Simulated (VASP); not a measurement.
# GeSb4Te4 (P3m1) in VASP: single point with PBE

Aim: the single point of GeSb4Te4 with PBE.

Program: VASP 6.6.1. These are calculated values, not measurements. Logs are shortened: lines on timing, memory, paths and dates and some standing lists are left out, and cuts for length are marked.

## (1) The cell of the first run

The structure is trigonal, space group P3m1 (No. 156). The conventional cell has a = 4.330 Å, b = 4.330 Å, c = 17.499 Å, α = 90.00°, β = 90.00°, γ = 120.00°. Ge (site symmetry 3m) has 6 Te at 3.01 Å within 4.0 Å. Within 3.9 Å of Sb (site symmetry 3m) lie 3 Sb at 2.94 Å and 3 Te at 3.53 Å. Within 3.9 Å of Sb (site symmetry 3m) lie 3 Sb at 2.94 Å and 3 Te at 3.64 Å. Within 4.0 Å of Sb (site symmetry 3m) lie 6 Te at 3.03 to 3.21 Å. Within 4.0 Å of Sb (site symmetry 3m) lie 6 Te at 3.03 to 3.21 Å. Te (site symmetry 3m) has 3 Ge at 3.01 Å and 3 Sb at 3.21 Å within 4.0 Å. Te (site symmetry 3m) has 3 Ge at 3.01 Å and 3 Sb at 3.21 Å within 4.0 Å. Within 4.0 Å of Te (site symmetry 3m) lie 6 Sb at 3.03 to 3.53 Å.

## (2) Single point, PBE (the distance across one plane changed)

INCAR reads:

```
SYSTEM = GeSb4Te4
  PREC = Accurate
  ENCUT = 520
  EDIFF = 1E-7
  ISMEAR = 0
  SIGMA = 0.03
  LREAL = .FALSE.
  LASPH = .TRUE.
  NELM = 100
  ALGO = Normal
  ISIF = 2
  LWAVE = .FALSE.
  LCHARG = .TRUE.
  GGA = PE
  LELF = .TRUE.
  LVHAR = .TRUE.
  NBANDS = 39
```

KPOINTS reads:

```
regular mesh
0
G
  9 9 2
  0 0 0
```

POSCAR reads:

```
GeSb4Te4
1.0
   -4.3299846501      0.0000000000      0.0000000000
   -2.1649923251     -3.7498767050      0.0000000000
    0.0000000000      0.0000000000     17.4986093019
Ge Sb Te
1 4 4
Direct
    0.0000000000      0.0000000000      0.3842155452
    0.3333333333      0.3333333333      0.9329788223
    0.6666666667      0.6666666667      0.8440243779
    0.6666666667      0.6666666667      0.1731903395
    0.3333333333      0.3333333333      0.5952407510
    0.3333333333      0.3333333333      0.2879155460
    0.6666666667      0.6666666667      0.4805155444
    1.0000000000      1.0000000000      0.0755589080
    0.0000000000      0.0000000000      0.6928721824
```

Potentials or basis: VASP PAW PBE potentials, release 64 (Ge_d, Sb, Te).

Launch:

```bash
$ cat potpaw_PBE.64/Ge_d/POTCAR potpaw_PBE.64/Sb/POTCAR potpaw_PBE.64/Te/POTCAR > POTCAR
$ mpirun -np 1 vasp_std > vasp.out
```

OUTCAR:

```text
SYSTEM = GeSb4Te4
   PREC = Accurate
   ENCUT = 520
   EDIFF = 1E-7
   ISMEAR = 0
   LREAL = .FALSE.
   LASPH = .TRUE.
   NELM = 100
   ISIF = 2
   GGA = PE

 ion  position               nearest neighbor table
   1  0.000  0.000  0.384-   6 3.01   7 3.01   7 3.01   6 3.01   6 3.01   7 3.01
   2  0.333  0.333  0.933-   3 2.94   3 2.94   3 2.94   8 3.53   8 3.53   8 3.53
   3  0.667  0.667  0.844-   2 2.94   2 2.94   2 2.94   9 3.64   9 3.64   9 3.64
   4  0.667  0.667  0.173-   8 3.03   8 3.03   8 3.03   6 3.21   6 3.21   6 3.21
   5  0.333  0.333  0.595-   9 3.03   9 3.03   9 3.03   7 3.21   7 3.21   7 3.21
   6  0.333  0.333  0.288-   1 3.01   1 3.01   1 3.01   4 3.21   4 3.21   4 3.21
   7  0.667  0.667  0.481-   1 3.01   1 3.01   1 3.01   5 3.21   5 3.21   5 3.21
   8  0.000  0.000  0.076-   4 3.03   4 3.03   4 3.03   2 3.53   2 3.53   2 3.53
   9  0.000  0.000  0.693-   5 3.03   5 3.03   5 3.03   3 3.64   3 3.64   3 3.64

  LATTYP: Found a hexagonal cell.
 ALAT       =     4.3299846501
 C/A-ratio  =     4.0412635877

  Lattice vectors:

 A1 = (   2.1649923251,   3.7498767050,   0.0000000000)
 A2 = (  -4.3299846501,   0.0000000000,   0.0000000000)
 A3 = (   0.0000000000,   0.0000000000,  17.4986093019)

Analysis of symmetry for initial positions (statically):
=====================================================================
 Subroutine PRICEL returns:
 Original cell was already a primitive cell.

 Routine SETGRP: Setting up the symmetry group for a
 hexagonal supercell.

 Subroutine GETGRP returns: Found  6 space group operations
 (whereof  6 operations were pure point group operations)
 out of a pool of 24 trial point group operations.

The static configuration has the point symmetry C_3v.

Analysis of symmetry for dynamics (positions and initial velocities):
=====================================================================
 Subroutine PRICEL returns:
 Original cell was already a primitive cell.

 Routine SETGRP: Setting up the symmetry group for a
 hexagonal supercell.

 Subroutine GETGRP returns: Found  6 space group operations
 (whereof  6 operations were pure point group operations)
 out of a pool of 24 trial point group operations.

The dynamic configuration has the point symmetry C_3v.

 Subroutine INISYM returns: Found  6 space group operations
 (whereof  6 operations are pure point group operations),
 and found     1 'primitive' translations

----------------------------------------------------------------------------------------

                                     Primitive cell

  volume of cell :     284.1233

  direct lattice vectors                    reciprocal lattice vectors
    -4.329984650  0.000000000  0.000000000    -0.230947701  0.133337717  0.000000000
    -2.164992325 -3.749876705  0.000000000     0.000000000 -0.266675435  0.000000000
     0.000000000  0.000000000 17.498609302     0.000000000  0.000000000  0.057147399

  length of vectors
     4.329984650  4.329984650 17.498609302     0.266675435  0.266675435  0.057147399

  position of ions in fractional coordinates (direct lattice)
     0.000000000  0.000000000  0.384215545
     0.333333333  0.333333333  0.932978822
     0.666666667  0.666666667  0.844024378
     0.666666667  0.666666667  0.173190340
     0.333333333  0.333333333  0.595240751
     0.333333333  0.333333333  0.287915546
     0.666666667  0.666666667  0.480515544
     0.000000000  0.000000000  0.075558908
     0.000000000  0.000000000  0.692872182

  ion indices of the primitive-cell ions
   primitive index   ion index
                 1           1
                 2           2
                 3           3
                 4           4
                 5           5
                 6           6
                 7           7
                 8           8
                 9           9

----------------------------------------------------------------------------------------

 KPOINTS: regular mesh

Automatic generation of k-mesh.
 Grid dimensions read from file:
 generate k-points for:    9    9    2

 Generating k-lattice:

  Cartesian coordinates                     Fractional coordinates (reciprocal lattice)
    -0.025660856  0.014815302  0.000000000     0.111111111 -0.000000000  0.000000000
     0.000000000 -0.029630604  0.000000000     0.000000000  0.111111111  0.000000000
     0.000000000  0.000000000  0.028573699     0.000000000  0.000000000  0.500000000

  Length of vectors
     0.029630604  0.029630604  0.028573699

  Shift w.r.t. Gamma in fractional coordinates (k-lattice)
     0.000000000  0.000000000  0.000000000

 Subroutine IBZKPT returns following result:
 ===========================================

 Found     24 irreducible k-points:

 Following reciprocal coordinates:
            Coordinates               Weight
  0.000000  0.000000  0.000000      1.000000
  0.111111  0.000000  0.000000      6.000000
  0.222222  0.000000  0.000000      6.000000
  0.333333  0.000000  0.000000      6.000000
  0.444444  0.000000  0.000000      6.000000
  0.222222  0.111111  0.000000      6.000000
[... 16 lines left out ...]
 -0.444444  0.222222  0.500000     12.000000
 -0.333333  0.333333  0.500000      2.000000
   k-points           NKPTS =     24   k-points in BZ     NKDIM =     24   number of bands    NBANDS=     39
   number of dos      NEDOS =    301   number of ions     NIONS =      9
   total plane-waves  NPLWV = 143360
   dimension x,y,z NGX =    32 NGY =   32 NGZ =  140
   dimension x,y,z NGXF=    64 NGYF=   64 NGZF=  280
   ions per type =               1   4   4
   NGX,Y,Z   is equivalent  to a cutoff of  12.29, 12.29, 13.30 a.u.
   NGXF,Y,Z  is equivalent  to a cutoff of  24.57, 24.57, 26.60 a.u.
 SYSTEM =  GeSb4Te4
   PREC   = accura    normal or accurate (medium, high low for compatibility)
   ISTART =      0    job   : 0-new  1-cont  2-samecut
   ICHARG =      2    charge: 1-file 2-atom 10-const
   ISPIN  =      1    spin polarized calculation?
   LNONCOLLINEAR =      F non collinear calculations
   LSORBIT =      F    spin-orbit coupling
   LASPH  =      T    aspherical Exc in radial PAW
   ENCUT  =  520.0 eV  38.22 Ry    6.18 a.u.   8.05  8.05 32.54*2*pi/ulx,y,z
   NELM   =    100;   NELMIN=  2; NELMDL= -5     # of ELM steps
   EDIFF  = 0.1E-06   stopping-criterion for ELM
   LREAL  =      F    real-space projection
   EDIFFG = 0.1E-05   stopping-criterion for IOM
   NSW    =      0    number of steps for IOM
   IBRION =     -1    ionic relax: 0-MD 1-quasi-New 2-CG
   NFREE  =      0    steps in history (QN), initial steepest desc. (CG)
   ISIF   =      2    stress and relaxation
   ISYM   =      2    0-nonsym 1-usesym 2-fastsym
   POTIM  = 0.5000    time-step for ionic-motion
   TEBEG  =    0.0;   TEEND  =   0.0 temperature during run
   PSTRESS=    0.0 pullay stress
   NELECT =      58.0000    total number of electrons
   NUPDOWN=      -1.0000    fix difference up-down
   EMIN   =  10.00;   EMAX   =-10.00  energy-range for DOS
   EFERMI =   0.00;   METHOD = LEGACY
   ISMEAR =     0;   SIGMA  =   0.03  broadening in eV -4-tet -1-fermi 0-gaus
   EFERMI_NEDOS =   21; number of points for ismear=-14 and -15
   IALGO  =     38    algorithm
   IMIX   =      4    mixing-type and parameters
     AMIX     =   0.40;   BMIX     =  1.00
     AMIX_MAG =   1.60;   BMIX_MAG =  1.00
  volume/ion in A,a.u.               =      31.57       213.04
  Fermi-wavevector in a.u.,A,eV,Ry     =   0.963937  1.821576 12.642180  0.929174
  Thomas-Fermi vector in A             =   2.093525
   LORBIT       =      0    0 simple, 1 ext, 2 COOP (PROOUT), +10 PAW based schemes
   GGA     = PE    functional components
   LHFCALC =     F    Hartree Fock is set to
   AEXX    =    0.0000 exact exchange contribution
   IVDW    =     0    specifies the selected vdW correction
   LEPSILON=     F    determine dielectric tensor
   LRPA    =     F    only Hartree local field effects (RPA)
 non-spin polarized calculation
 Gauss-broadening in eV      SIGMA  =   0.03
  energy-cutoff  :      520.00
  volume of cell :      284.12
 maximum number of plane-waves:      7692
   NGX = 17   NGY = 17   NGZ = 65

 number of electron      57.9999991 magnetization

 Free energy of the ion-electron system (eV)
  ---------------------------------------------------
  ext. energy  EPLUGINS =         0.00000000
  ---------------------------------------------------
  free energy    TOTEN  =       -34.39604417 eV

  energy without entropy =      -34.39603667  energy(sigma->0) =      -34.39604042

 E-fermi :   6.4388     XC(G=0):  -9.3038

 val. band max:        6.3832666145   @ k =   0.0000   0.0000   0.0000
 cond. band min:       6.5046198124   @ k =   0.0000   0.0000   0.0000
 fundamental gap:      0.1213531979
 Fermi energy:         6.4387514318

 k-point     1 :       0.0000    0.0000    0.0000
  band No.  band energies     occupation
      1     -18.7059      2.00000
      2     -18.7059      2.00000
      3     -18.7001      2.00000
      4     -18.7001      2.00000
      5     -18.6997      2.00000
      6      -6.8003      2.00000
[... 31 lines left out ...]
     38       7.9461      0.00000
     39       8.5034      0.00000

 k-point     2 :       0.1111    0.0000    0.0000
  band No.  band energies     occupation
      1     -18.7061      2.00000
      2     -18.7057      2.00000
      3     -18.7002      2.00000
      4     -18.7000      2.00000
      5     -18.6996      2.00000
      6      -6.6936      2.00000
[... 913 lines left out ...]
     38      10.1422      0.00000
     39      10.1866      0.00000

 k-point    24 :      -0.3333    0.3333    0.5000
  band No.  band energies     occupation
      1     -18.7063      2.00000
      2     -18.7063      2.00000
      3     -18.6999      2.00000
      4     -18.6999      2.00000
      5     -18.6984      2.00000
      6      -4.9373      2.00000
[... 31 lines left out ...]
     38      10.2188      0.00000
     39      10.6128      0.00000

------------------------ aborting loop because EDIFF is reached ----------------------------------------

  FORCE on cell =-STRESS in cart. coord.  units (eV):
  Direction    XX          YY          ZZ          XY          YZ          ZX
  --------------------------------------------------------------------------------------
  -------------------------------------------------------------------------------------
  Total        0.2589418      0.2589418      0.3219260      0.0000000      0.0000000      0.0000000
  in kB        1.4601782      1.4601782      1.8153475      0.0000000      0.0000000      0.0000000
  external PRESSURE =       1.5785680 kB  Pullay stress =       0.0000000 kB

 VOLUME and BASIS-vectors are now :
 -----------------------------------------------------------------------------
  energy-cutoff  :      520.00
  volume of cell :      284.12
      direct lattice vectors                 reciprocal lattice vectors
    -4.329984650  0.000000000  0.000000000    -0.230947701  0.133337717  0.000000000
    -2.164992325 -3.749876705  0.000000000     0.000000000 -0.266675435  0.000000000
     0.000000000  0.000000000 17.498609302     0.000000000  0.000000000  0.057147399

 POSITION                                       TOTAL-FORCE (eV/Angst)
 -----------------------------------------------------------------------------------
      0.00000      0.00000      6.72324         0.000000     -0.000000      0.004943
     -2.16499     -1.24996     16.32583        -0.000000      0.000000     -0.009497
     -4.32998     -2.49992     14.76925        -0.000000     -0.000000     -0.068031
     -4.32998     -2.49992      3.03059        -0.000000      0.000000      0.053679
     -2.16499     -1.24996     10.41589         0.000000      0.000000     -0.022369
     -2.16499     -1.24996      5.03812        -0.000000      0.000000     -0.016827
     -4.32998     -2.49992      8.40835         0.000000      0.000000      0.011608
      0.00000      0.00000      1.32218        -0.000000      0.000000      0.025042
      0.00000      0.00000     12.12430         0.000000      0.000000      0.021453
 -----------------------------------------------------------------------------------
    total drift:                                0.000000      0.000000      0.000188

  FREE ENERGIE OF THE ION-ELECTRON SYSTEM (eV)
  ---------------------------------------------------
  free  energy   TOTEN  =       -34.3960441720 eV

  energy  without entropy=      -34.3960366685  energy(sigma->0) =      -34.39604042
```

It took 6.3 min on 1 thread of Intel Xeon Platinum 8488C (Sapphire Rapids), shared host; peak memory 0.52 GiB.

What came out:

```
Free energy            : -34.3960 eV
Pressure               : 0.2 GPa
Largest force          : 0.068 eV/Å
Band gap on the k mesh : 0.12 eV
```

Forces in eV/Å, atoms in the order of the input:
```
Ge   0.000  0.000  0.005
Sb   0.000  0.000 -0.009
Sb   0.000  0.000 -0.068
Sb   0.000  0.000  0.054
Sb   0.000  0.000 -0.022
Te   0.000  0.000 -0.017
Te   0.000  0.000  0.012
Te   0.000  0.000  0.025
Te   0.000  0.000  0.021
```

Caveat: the cell differs from its parent crystal (the distance across one plane changed); spin-orbit coupling is left out, which moves the levels of the heavy elements; an odd mesh through Γ misses points on the zone boundary, where band edges can lie.
